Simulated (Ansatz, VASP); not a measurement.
# Two plane-wave programs on Be2CdS2

```xyz
5
Lattice="4.1677 0.0000 0.0000 -2.0839 3.6094 0.0000 0.0000 0.0000 7.7729" Properties=species:S:1:pos:R:3 pbc="T T T"
Be    0.0000    2.4062    3.8864
Be    2.0839    1.2031    3.8864
Cd    0.0000    0.0000    3.8864
S     0.0000    0.0000    0.9723
S     0.0000    0.0000    6.8006
```

Alike in both runs: functional PBE; k mesh 6 × 6 × 2; occupations gaussian, width 0.1 eV; no spin polarisation.

Ansatz relaxed the structure, and its values are those at the end. VASP's run is a single point on that final structure, the one shown.

|  | VASP | Ansatz |
| --- | --- | --- |
| version | VASP 6.6.1 | Ansatz 0.2.0 |
| potentials or method | VASP PAW PBE potentials, release 64 (Be, Cd_sv_GW, S), cutoff 600 eV | scalar-relativistic, plane waves, PAW |
| valence electrons in the cell | 36 | 36 |

```tsv
	VASP	Ansatz	Ansatz less VASP
gap on the k mesh at the Fermi level (eV)	none	none	-
pressure (GPa)	-0.3	0.0	+0.29
rms of the force components (eV/Å)	0.076	0.005	-0.0706
```

A gap of «none» marks a metal or a gap that the smearing closes. The functional is the same, so the differences come from potentials, cutoffs and numerics.

The k mesh is coarse, so the values compare programs but aren't converged.
